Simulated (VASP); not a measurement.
Crystal: Ge.

```xyz
2
Lattice="0.1031 2.8265 2.8265 2.8265 0.1031 2.8265 2.8265 2.8265 0.1031" Properties=species:S:1:pos:R:3 pbc="T T T"
Ge    0.0138    0.0138    0.0138
Ge    1.4252    1.4252    1.4252
```

This cell differs from its parent crystal: epitaxial 111 strain -4.0%.

Base run:

| Item | Value |
| --- | --- |
| Program | VASP 6.6.1 |
| Functional | r2SCAN |
| Potentials or basis | VASP PAW PBE potentials, release 64 (Ge_d) |
| Cutoff | 520 eV |
| k mesh | 8 × 8 × 8 |
| Occupations | fermi-dirac, width 0.02 eV |
| Spin | no spin polarisation |

Its results: band gap on the k mesh 0.20 eV, indirect (least direct gap 0.48 eV); pressure 5.8 GPa.

**Question.** The run is repeated on the same cell with these changes: functional from r2SCAN to PBE; further incar settings from ALGO = Normal; EDIFF = 1e-07; NBANDS = 21 to ALGO = Normal; EDIFF = 1e-06; NBANDS = 21. What comes out?

**Answer.** Band gap on the k mesh zero (band 14 reaches 5.78 eV, above the bottom of band 15 at 5.73 eV); pressure 8.7 GPa.

Caveats: the PAW data sets were made with another functional, which shifts forces and pressure a little (some runs).

A k mesh can miss the band edges.
